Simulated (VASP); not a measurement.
# BN (Cm) in VASP: a series of runs

BN is run at these levels: PBE+D3(BJ); tasks: single point.

All numbers are computed with VASP 6.6.1; they aren't measurements. Logs are shortened: lines on timing, memory, paths and dates and some standing lists are left out, and cuts for length are marked.

## (1) The cell of the first run

The structure is monoclinic, space group Cm (No. 8). The conventional cell has a = 4.336 Å, b = 2.504 Å, c = 3.516 Å, α = 90.00°, β = 114.48°, γ = 90.00°. B (site symmetry m) has 3 N at 1.45 Å within 1.9 Å. N (site symmetry m) has 3 B at 1.45 Å within 1.9 Å.

## (2) Single point, PBE+D3(BJ) (8.69 Å³/atom)

Input file INCAR:

```
ALGO     = Normal         # electronic algorithm
EDIFF    = 1E-6           # SCF threshold, eV
ENCUT    = 520            # plane-wave cutoff, eV
GGA      = PE             # functional
ISIF     = 2              # what is computed and relaxed
ISMEAR   = 0              # smearing method
IVDW     = 12             # dispersion correction
LASPH    = True           # aspherical terms in the spheres
LCHARG   = False          # write CHGCAR
LREAL    = False          # projectors in reciprocal space
LWAVE    = False          # write WAVECAR
NBANDS   = 11             # bands
NELM     = 100            # most SCF steps
PREC     = Accurate       # precision mode
SIGMA    = 0.02           # smearing width, eV
```

Input file KPOINTS:

```
k-points
0
Gamma
  12 12 12
```

Input file POSCAR:

```
BN
1.0
    2.4927875913      0.0021346671     -0.2330721130
   -1.2372471020      2.1640751526      0.2330568269
   -0.9418566903     -0.9010366498      3.2580797995
B N
1 1
Direct
    0.9911603776      0.9914815805     -0.0059720420
    0.6569886224      0.3244024195      0.9927770420
```

Potentials or basis: VASP PAW PBE potentials, release 64 (B, N).

Launch:

```
$ cat potpaw_PBE.64/B/POTCAR potpaw_PBE.64/N/POTCAR > POTCAR
$ mpirun -np 1 vasp_std > vasp.out
```

OUTCAR:

```text
EDIFF = 1E-6
   ENCUT = 520
   GGA = PE
   ISIF = 2
   ISMEAR = 0
   IVDW = 12
   LASPH = True
   LREAL = False
   NELM = 100
   PREC = Accurate
 IVDW          = 12

 ion  position               nearest neighbor table
   1  0.991  0.991  0.994-   2 1.45   2 1.45   2 1.45
   2  0.657  0.324  0.993-   1 1.45   1 1.45   1 1.45

  LATTYP: Found a base centered monoclinic cell.
 ALAT       =     4.3364065382
 B/A-ratio  =     0.5773827987
 C/A-ratio  =     0.8108694982
 COS(beta)  =    -0.4143745556

  Lattice vectors:

 A1 = (  -1.2372471020,   2.1640751526,   0.2330568269)
 A2 = (  -2.4927875913,  -0.0021346671,   0.2330721130)
 A3 = (   1.5509309010,  -0.8989019827,   3.0250076865)

Analysis of symmetry for initial positions (statically):
=====================================================================
 Subroutine PRICEL returns:
 Original cell was already a primitive cell.

 Routine SETGRP: Setting up the symmetry group for a
 base centered monoclinic supercell.

 Subroutine GETGRP returns: Found  2 space group operations
 (whereof  1 operations were pure point group operations)
 out of a pool of  4 trial point group operations.

The static configuration has the point symmetry C_1 .
 The point group associated with its full space group is C_1h.

Analysis of symmetry for dynamics (positions and initial velocities):
=====================================================================
 Subroutine PRICEL returns:
 Original cell was already a primitive cell.

 Routine SETGRP: Setting up the symmetry group for a
 base centered monoclinic supercell.

 Subroutine GETGRP returns: Found  2 space group operations
 (whereof  1 operations were pure point group operations)
 out of a pool of  4 trial point group operations.

The dynamic configuration has the point symmetry C_1 .
 The point group associated with its full space group is C_1h.

 Subroutine INISYM returns: Found  2 space group operations
 (whereof  1 operations are pure point group operations),
 and found     1 'primitive' translations

----------------------------------------------------------------------------------------

                                     Primitive cell

  volume of cell :      17.3727

  direct lattice vectors                    reciprocal lattice vectors
     2.492787591  0.002134667 -0.233072113     0.417938960  0.219398640  0.181494886
    -1.237247102  2.164075153  0.233056827     0.011687980  0.454862329  0.129173027
    -0.941856690 -0.901036650  3.258079799     0.029061889 -0.016842149  0.310672790

  length of vectors
     2.503660748  2.503660748  3.509137365     0.505716453  0.472992619  0.312483333

  position of ions in fractional coordinates (direct lattice)
     0.991160378  0.991481581  0.994027958
     0.656988622  0.324402419  0.992777042

  ion indices of the primitive-cell ions
   primitive index   ion index
                 1           1
                 2           2

----------------------------------------------------------------------------------------

 KPOINTS: k-points

Automatic generation of k-mesh.
 Grid dimensions read from file:
 generate k-points for:   12   12   12

 Generating k-lattice:

  Cartesian coordinates                     Fractional coordinates (reciprocal lattice)
     0.034828247  0.018283220  0.015124574     0.083333333 -0.000000000  0.000000000
     0.000973998  0.037905194  0.010764419     0.000000000  0.083333333  0.000000000
     0.002421824 -0.001403512  0.025889399     0.000000000 -0.000000000  0.083333333

  Length of vectors
     0.042143038  0.039416052  0.026040278

  Shift w.r.t. Gamma in fractional coordinates (k-lattice)
     0.000000000  0.000000000  0.000000000

 Subroutine IBZKPT returns following result:
 ===========================================

 Found    476 irreducible k-points:

 Following reciprocal coordinates:
            Coordinates               Weight
  0.000000  0.000000  0.000000      1.000000
  0.083333 -0.000000 -0.000000      4.000000
  0.166667 -0.000000 -0.000000      4.000000
  0.250000 -0.000000 -0.000000      4.000000
  0.333333 -0.000000 -0.000000      4.000000
  0.416667 -0.000000  0.000000      4.000000
[... 16 lines left out ...]
  0.250000  0.166667 -0.000000      4.000000
  0.333333  0.166667 -0.000000      4.000000
 [... further k-points ...]
   k-points           NKPTS =    476   k-points in BZ     NKDIM =    476   number of bands    NBANDS=     11
   number of dos      NEDOS =    301   number of ions     NIONS =      2
   total plane-waves  NPLWV =  11200
   dimension x,y,z NGX =    20 NGY =   20 NGZ =   28
   dimension x,y,z NGXF=    40 NGYF=   40 NGZF=   56
   ions per type =               1   1
   NGX,Y,Z   is equivalent  to a cutoff of  13.28, 13.28, 13.27 a.u.
   NGXF,Y,Z  is equivalent  to a cutoff of  26.56, 26.56, 26.53 a.u.
 SYSTEM =  unknown system
   PREC   = accura    normal or accurate (medium, high low for compatibility)
   ISTART =      0    job   : 0-new  1-cont  2-samecut
   ICHARG =      2    charge: 1-file 2-atom 10-const
   ISPIN  =      1    spin polarized calculation?
   LNONCOLLINEAR =      F non collinear calculations
   LSORBIT =      F    spin-orbit coupling
   LASPH  =      T    aspherical Exc in radial PAW
   ENCUT  =  520.0 eV  38.22 Ry    6.18 a.u.   4.66  4.66  6.52*2*pi/ulx,y,z
   NELM   =    100;   NELMIN=  2; NELMDL= -5     # of ELM steps
   EDIFF  = 0.1E-05   stopping-criterion for ELM
   LREAL  =      F    real-space projection
   EDIFFG = 0.1E-04   stopping-criterion for IOM
   NSW    =      0    number of steps for IOM
   IBRION =     -1    ionic relax: 0-MD 1-quasi-New 2-CG
   NFREE  =      0    steps in history (QN), initial steepest desc. (CG)
   ISIF   =      2    stress and relaxation
   ISYM   =      2    0-nonsym 1-usesym 2-fastsym
   POTIM  = 0.5000    time-step for ionic-motion
   TEBEG  =    0.0;   TEEND  =   0.0 temperature during run
   PSTRESS=    0.0 pullay stress
   NELECT =       8.0000    total number of electrons
   NUPDOWN=      -1.0000    fix difference up-down
   EMIN   =  10.00;   EMAX   =-10.00  energy-range for DOS
   EFERMI =   0.00;   METHOD = LEGACY
   ISMEAR =     0;   SIGMA  =   0.02  broadening in eV -4-tet -1-fermi 0-gaus
   EFERMI_NEDOS =   21; number of points for ismear=-14 and -15
   IALGO  =     38    algorithm
   IMIX   =      4    mixing-type and parameters
     AMIX     =   0.40;   BMIX     =  1.00
     AMIX_MAG =   1.60;   BMIX_MAG =  1.00
  volume/ion in A,a.u.               =       8.69        58.62
  Fermi-wavevector in a.u.,A,eV,Ry     =   1.264200  2.388992 21.744859  1.598202
  Thomas-Fermi vector in A             =   2.397518
   LORBIT       =      0    0 simple, 1 ext, 2 COOP (PROOUT), +10 PAW based schemes
   GGA     = PE    functional components
   LHFCALC =     F    Hartree Fock is set to
   AEXX    =    0.0000 exact exchange contribution
   IVDW    =    12    specifies the selected vdW correction
   LEPSILON=     F    determine dielectric tensor
   LRPA    =     F    only Hartree local field effects (RPA)
 non-spin polarized calculation
 Gauss-broadening in eV      SIGMA  =   0.02
  energy-cutoff  :      520.00
  volume of cell :       17.37
 maximum number of plane-waves:       479
   NGX =  9   NGY =  9   NGZ = 13

 number of electron       8.0000000 magnetization

 Free energy of the ion-electron system (eV)
  ---------------------------------------------------
  ext. energy  EPLUGINS =         0.00000000
  ---------------------------------------------------
  free energy    TOTEN  =       -17.56242769 eV

  energy without entropy =      -17.56242769  energy(sigma->0) =      -17.56242769

 E-fermi :   2.7710     XC(G=0): -10.3254

 val. band max:        2.5707048040   @ k =   0.3333   0.4167   0.0000
 cond. band min:       6.7018636296   @ k =   0.5000   0.5000   0.5000
 fundamental gap:      4.1311588256
 Fermi energy:         2.7709782963

 k-point     1 :       0.0000    0.0000    0.0000
  band No.  band energies     occupation
      1     -15.2736      2.00000
      2      -1.2986      2.00000
      3       1.2770      2.00000
      4       1.2770      2.00000
      5       8.0592      0.00000
      6      14.2376      0.00000
      7      14.2409      0.00000
      8      15.7637      0.00000
      9      17.5537      0.00000
     10      28.5677      0.00000
     11      31.3784      0.00000

 k-point     2 :       0.0833   -0.0000   -0.0000
  band No.  band energies     occupation
      1     -15.1265      2.00000
      2      -1.2327      2.00000
      3       0.7167      2.00000
      4       1.0132      2.00000
      5       8.4666      0.00000
      6      14.1542      0.00000
      7      14.8281      0.00000
      8      15.2927      0.00000
      9      17.9915      0.00000
     10      28.5212      0.00000
     11      28.9657      0.00000

 k-point     3 :       0.1667   -0.0000   -0.0000
  band No.  band energies     occupation
      1     -14.6948      2.00000
      2      -1.0420      2.00000
      3      -0.6446      2.00000
      4       0.3708      2.00000
      5       9.4932      0.00000
      6      13.6557      0.00000
      7      14.3398      0.00000
      8      16.4252      0.00000
      9      19.0639      0.00000
     10      25.5254      0.00000
     11      29.3799      0.00000
[... 267 lines left out ...]
 k-point    23 :       0.2500    0.1667   -0.0000
  band No.  band energies     occupation
      1     -12.8365      2.00000
      2      -4.2446      2.00000
      3      -2.2168      2.00000
      4       0.5698      2.00000
      5       9.1460      0.00000
      6      13.6881      0.00000
      7      15.5603      0.00000
      8      18.7984      0.00000
      9      20.3266      0.00000
     10      23.7583      0.00000
     11      26.9819      0.00000

 k-point    24 :       0.3333    0.1667   -0.0000
  band No.  band energies     occupation
      1     -12.0603      2.00000
      2      -5.4062      2.00000
      3      -2.7685      2.00000
      4       1.3119      2.00000
      5       7.6287      0.00000
      6      14.2622      0.00000
      7      16.2175      0.00000
      8      19.6132      0.00000
      9      21.2699      0.00000
     10      24.2619      0.00000
     11      26.8236      0.00000

 [... further k-points ...]

------------------------ aborting loop because EDIFF is reached ----------------------------------------

 Edisp (eV)   -0.29539

 E8    (eV) :    -0.0869

  FORCE on cell =-STRESS in cart. coord.  units (eV):
  Direction    XX          YY          ZZ          XY          YZ          ZX
  --------------------------------------------------------------------------------------
  -------------------------------------------------------------------------------------
  Total       0.12777     0.12782     0.09611     0.00005     0.00307    -0.00530
  in kB      11.78306    11.78839     8.86375     0.00464     0.28328    -0.48851
  external pressure =       10.81 kB  Pullay stress =        0.00 kB

 VOLUME and BASIS-vectors are now :
 -----------------------------------------------------------------------------
  energy-cutoff  :      520.00
  volume of cell :       17.37
      direct lattice vectors                 reciprocal lattice vectors
     2.492787591  0.002134667 -0.233072113     0.417938960  0.219398640  0.181494886
    -1.237247102  2.164075153  0.233056827     0.011687980  0.454862329  0.129173027
    -0.941856690 -0.901036650  3.258079799     0.029061889 -0.016842149  0.310672790

 POSITION                                       TOTAL-FORCE (eV/Angst)
 -----------------------------------------------------------------------------------
      0.30781      1.25210      3.23868        -0.000063      0.000037      0.000921
      0.30131     -0.19109      3.15703         0.000063     -0.000037     -0.000921
 -----------------------------------------------------------------------------------
    total drift:                               -0.000062      0.000041      0.000070

  FREE ENERGIE OF THE ION-ELECTRON SYSTEM (eV)
  ---------------------------------------------------
  free  energy   TOTEN  =       -17.8578154848 eV

  energy  without entropy=      -17.8578154848  energy(sigma->0) =      -17.85781548
```

Run time: 1.9 min. Hardware: 1 thread of Intel Xeon 8259CL, shared host; peak memory 0.21 GiB.

What came out:

| Quantity | Value |
| --- | --- |
| Free energy | -17.8578 eV |
| Pressure | 1.1 GPa |
| Band gap on the k mesh | 4.13 eV (least direct gap 4.70 eV) |
| Dispersion energy per atom | -0.148 eV |

## (3) Single point, PBE+D3(BJ)

This run uses another cell than the first one, of 8.95 Å³/atom.

Input file INCAR:

```
SYSTEM = BN
PREC     = Accurate       ! precision mode
ENCUT    = 520            ! plane-wave cutoff, eV
EDIFF    = 1E-7           ! SCF threshold, eV
ISMEAR   = 0              ! smearing method
SIGMA    = 0.02           ! smearing width, eV
LREAL    = .False.        ! projectors in reciprocal space
LASPH    = .True.         ! aspherical terms in the spheres
NELM     = 60             ! most SCF steps
ALGO     = Normal         ! electronic algorithm
ISIF     = 2              ! what is computed and relaxed
LWAVE    = .False.        ! write WAVECAR
LCHARG   = .True.         ! write CHGCAR
GGA      = PE             ! functional
IVDW     = 12             ! dispersion correction
LELF     = .True.         ! ELF
LVHAR    = .True.       
NBANDS   = 11             ! bands
```

Input file KPOINTS:

```
regular mesh
0
Gamma
  12 12 12
  0 0 0
```

Input file POSCAR:

```
BN
1.0
    2.4956025575      0.0019051514     -0.2293000856
   -1.2388455253      2.1664035948      0.2292847848
   -0.9294715199     -0.9096165076      3.3482244780
B N
1 1
Direct
    0.9910416142      0.9914239448     -0.0061484409
    0.6571073858      0.3244600552      0.9929534409
```

Potentials or basis: VASP PAW PBE potentials, release 64 (B, N).

Launch:

```
$ cat potpaw_PBE.64/B/POTCAR potpaw_PBE.64/N/POTCAR > POTCAR
$ mpirun -np 1 vasp_std > vasp.out
```

It took 2.2 min on 1 thread of Intel Xeon 8259CL, shared host; peak memory 0.21 GiB.

Results (log left out):

| Property | Result |
| --- | --- |
| Free energy | -17.8596 eV |
| Pressure | 0.1 GPa |
| Band gap on the k mesh | 4.19 eV (least direct gap 4.68 eV) |
| Dispersion energy per atom | -0.142 eV |

Stress tensor (GPa, compression positive):
```
 0.15  0.01 -0.06
 0.01  0.16  0.03
-0.06  0.03 -0.12
```

Levels at points of the mesh, in eV from the valence-band top:
```
           k point  band 1  band 2  band 3  band 4  band 5  band 6  band 7  band 8  band 9
(0.00, 0.00, 0.00)  -17.77   -4.02   -1.29   -1.29    5.31   11.65   11.65   13.13   14.79
(0.50, 0.00, 0.00)  -14.50   -8.78   -4.12   -1.20    4.24    9.85   14.39   17.86   20.62
(0.00, 0.50, 0.00)  -14.58   -8.92   -4.05   -0.56    5.29    9.93   13.20   15.28   20.17
(0.50, 0.50, 0.00)  -14.58   -8.92   -4.05   -0.53    5.36    9.91   13.15   15.19   20.15
(0.00, 0.00, 0.50)  -17.46   -6.21   -1.31   -1.31   10.37   11.56   11.57   12.31   16.69
(0.50, 0.50, 0.50)  -14.49   -8.77   -4.12   -1.23    4.19    9.86   14.45   17.99   20.61
```

A k mesh can miss the band edges.

## (4) Single point, PBE+D3(BJ) (9.22 Å³/atom)

This run uses another cell than the first one, of 9.22 Å³/atom.

Input file INCAR:

```
PREC = Accurate
ENCUT = 520
EDIFF = 1E-6
ISMEAR = 0
SIGMA = 0.02
LREAL = F
LASPH = T
NELM = 60
ALGO = Normal
ISIF = 2
LWAVE = F
LCHARG = F
GGA = PE
IVDW = 12
NBANDS = 11
```

Input file KPOINTS:

```
regular mesh
0
Gamma
  12 12 12
```

Input file POSCAR:

```
BN
1.0
    2.4971516869      0.0020493133     -0.2321630926
   -1.2394904498      2.1678194762      0.2321477807
   -0.9252345428     -0.9131136626      3.4429655759
B N
1 1
Direct
    0.9909669011      0.9913854249     -0.0062616740
    0.6571820989      0.3244985751      0.9930666740
```

Launch:

```
$ cat potpaw_PBE.64/B/POTCAR potpaw_PBE.64/N/POTCAR > POTCAR
$ mpirun -np 1 vasp_std > vasp.out
```

Wall time 1.8 min (1 thread of Intel Xeon 8259CL, shared host); peak memory 0.21 GiB.

The run converged. Its results:

| Quantity | Value |
| --- | --- |
| Free energy | -17.8585 eV |
| Pressure | -0.6 GPa |
| Band gap on the k mesh | 4.25 eV (least direct gap 4.67 eV) |
| Dispersion energy per atom | -0.137 eV |

Stress tensor (GPa, compression positive):
```
-0.52  0.00 -0.04
 0.00 -0.51  0.03
-0.04  0.03 -0.82
```

Levels at points of the mesh, in eV from the valence-band top:
| k point | band 1 | band 2 | band 3 | band 4 | band 5 | band 6 | band 7 | band 8 | band 9 |
| --- | --- | --- | --- | --- | --- | --- | --- | --- | --- |
| (0.00, 0.00, 0.00) | -17.74 | -4.17 | -1.30 | -1.30 | 5.14 | 11.62 | 11.62 | 13.05 | 14.60 |
| (0.50, 0.00, 0.00) | -14.51 | -8.79 | -4.12 | -1.16 | 4.28 | 9.84 | 14.18 | 17.43 | 20.16 |
| (0.00, 0.50, 0.00) | -14.57 | -8.90 | -4.07 | -0.61 | 5.25 | 9.85 | 13.04 | 14.97 | 19.87 |
| (0.50, 0.50, 0.00) | -14.57 | -8.91 | -4.07 | -0.59 | 5.29 | 9.83 | 13.01 | 14.91 | 19.86 |
| (0.00, 0.00, 0.50) | -17.49 | -6.09 | -1.32 | -1.32 | 10.04 | 11.55 | 11.55 | 12.10 | 16.21 |
| (0.50, 0.50, 0.50) | -14.50 | -8.78 | -4.12 | -1.17 | 4.25 | 9.84 | 14.21 | 17.51 | 20.15 |

## (5) The runs side by side

| cell | gap on the mesh (eV) | pressure (GPa) |
| --- | --- | --- |
| a = 2.504, b = 2.504, c = 3.509 Å, angles 90.2, 110.7, 120.0°, 2 atoms, atomic positions A | 4.13 | 1.1 |
| a = 2.506, b = 2.506, c = 3.592 Å, angles 90.3, 110.1, 120.0°, 2 atoms, atomic positions B | 4.19 | 0.1 |
| a = 2.508, b = 2.508, c = 3.680 Å, angles 90.2, 109.7, 120.0°, 2 atoms, atomic positions C | 4.25 | -0.6 |

Alike in all rows: task single point; level PBE+D3(BJ); potentials or basis VASP PAW PBE potentials, release 64 (B, N); no spin polarisation; k mesh 12 × 12 × 12; cutoff (eV) 520; smearing gaussian 0.02 eV.

Total energies depend on the potentials used, so only differences within one code and one set of settings carry meaning.
